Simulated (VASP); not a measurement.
# Te: single point with PBE

The system is Te.

```
Te
1.0
     4.51666    0.00000    0.00000
    -2.25833    3.91155    0.00000
     0.00000    0.00000    6.00297
Te
3
Cartesian
  3.3649 0.0000 2.0010
  -1.6825 2.9141 4.0020
  0.5759 0.9974 0.0000
```

- Program: VASP 6.6.1
- Task: single point
- Functional: PBE
- Potentials or basis: VASP PAW PBE potentials, release 64 (Te)
- Cutoff: 520 eV
- k mesh: 9 × 9 × 6
- Occupations: fermi-dirac, width 0.08 eV
- Spin: no spin polarisation
- Dipole correction: no
- Further INCAR settings: ALGO = Normal; EDIFF = 1e-07; NBANDS = 16

| Property | Result |
| --- | --- |
| Pressure | 1.1 GPa |
| Largest force | 0.361 eV/Å |
| Band gap on the k mesh | 0.15 eV |

Forces on the atoms (eV/Å):
```
Te  -0.361  0.000  0.000
Te   0.181 -0.313  0.000
Te   0.181  0.313  0.000
```

Stress tensor (GPa, compression positive):
```
1.12 0.00 0.00
0.00 1.12 0.00
0.00 0.00 1.20
```

Levels at points of the mesh, in eV from the valence-band top:
```tsv
k point	band 5	band 6	band 7	band 8	band 9	band 10	band 11	band 12	band 13	band 14
(0.00, 0.00, 0.00)	-2.77	-2.77	-1.51	-1.51	-0.53	1.08	1.08	1.78	5.02	5.02
(0.00, 0.00, 0.50)	-2.52	-2.52	-1.24	-1.00	-1.00	0.68	0.81	0.81	4.20	5.54
```

Wall time 41 s on 1 thread of Intel(R) Xeon(R) 6975P-C (Granite Rapids), on a shared host, peak memory 0.27 GiB.

Caveat: spin-orbit coupling is left out, which moves the levels of the heavy elements. A k mesh can miss the band edges.
